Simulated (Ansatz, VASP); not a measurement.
# BP in VASP and in Ansatz

```
B P
1.0
     2.22835    2.22835    0.00000
    -2.22835    2.22835    0.00000
     0.00000    2.22835    2.22835
B P
1 1
Direct
  0.00000 0.00000 0.00000
  0.75000 0.25000 0.50000
```

Alike in both runs: task single point; functional r2SCAN; k mesh 8 × 8 × 8; no spin polarisation.

```csv
,VASP,Ansatz
version,VASP 6.6.1,Ansatz 0.2.0
potentials or method,"VASP PAW PBE potentials, release 64 (B, P)","PAW with Ansatz's default frozen-core files, scalar-relativistic"
plane-wave cutoff (eV),520,500
occupations,"gaussian, width 0.01 eV",fixed
valence electrons in the cell,8,8
```

Ansatz gave:

| Quantity | Value |
| --- | --- |
| gap on the k mesh at the Fermi level (eV) | 1.38 |
| pressure (GPa) | 10.0 |

Problem. Which values does VASP return?

Solution. gap on the k mesh at the Fermi level (eV): 1.41; pressure (GPa): 9.4.

VASP's potentials were made for PBE, not for r2SCAN.
